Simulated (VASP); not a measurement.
A run of VASP 6.6.1 is set up as follows.

The input INCAR:

```
SYSTEM = Ta4O
  PREC = Accurate
  ENCUT = 600
  EDIFF = 1E-6
  ISMEAR = 0
  SIGMA = 0.1
  LREAL = .FALSE.
  LASPH = .TRUE.
  NELM = 100
  ALGO = Normal
  ISIF = 3
  LWAVE = .FALSE.
  LCHARG = .FALSE.
  GGA = PE
  IBRION = 2
  NSW = 100
  EDIFFG = -0.01
```

KPOINTS

```
regular mesh
0
G
  8 8 8
  0 0 0
```

POSCAR

```
Ta4O
1.0
    4.3959182816      0.0000000000      0.0000000000
    0.0000000000      4.3959182816      0.0000000000
    0.0000000000      0.0000000000      4.3959182816
Ta O
4 1
Direct
    0.2637668389      0.7362331611      0.7362331611
    0.7362331611      0.2637668389      0.7362331611
    0.7362331611      0.7362331611      0.2637668389
    0.2637668389      0.2637668389      0.2637668389
    0.0000000000      0.0000000000      0.0000000000
```

Potentials or basis: VASP PAW PBE potentials, release 64 (Ta_pv, O).

Run with:

```sh
$ cat potpaw_PBE.64/Ta_pv/POTCAR potpaw_PBE.64/O/POTCAR > POTCAR
$ mpirun -np 1 vasp_std > vasp.out
```

**Question.** Estimate the relaxed volume.

**Answer.** 16.98 Å³/atom.

**Question.** What does it give for the space group after relaxing (to 0.05 Å)?

**Answer.** P-43m (No. 215).

Final structure:
```cif
data_structure
_symmetry_space_group_name_H-M 'P 1'
_symmetry_Int_Tables_number 1
_cell_length_a 4.3948
_cell_length_b 4.3948
_cell_length_c 4.3948
_cell_angle_alpha 90.000
_cell_angle_beta 90.000
_cell_angle_gamma 90.000
_cell_volume 84.88
loop_
_atom_site_label
_atom_site_type_symbol
_atom_site_fract_x
_atom_site_fract_y
_atom_site_fract_z
_atom_site_occupancy
Ta1 Ta 0.26398 0.73602 0.73602 1
Ta2 Ta 0.73602 0.26398 0.73602 1
Ta3 Ta 0.73602 0.73602 0.26398 1
Ta4 Ta 0.26398 0.26398 0.26398 1
O1 O 0.00000 0.00000 0.00000 1
```
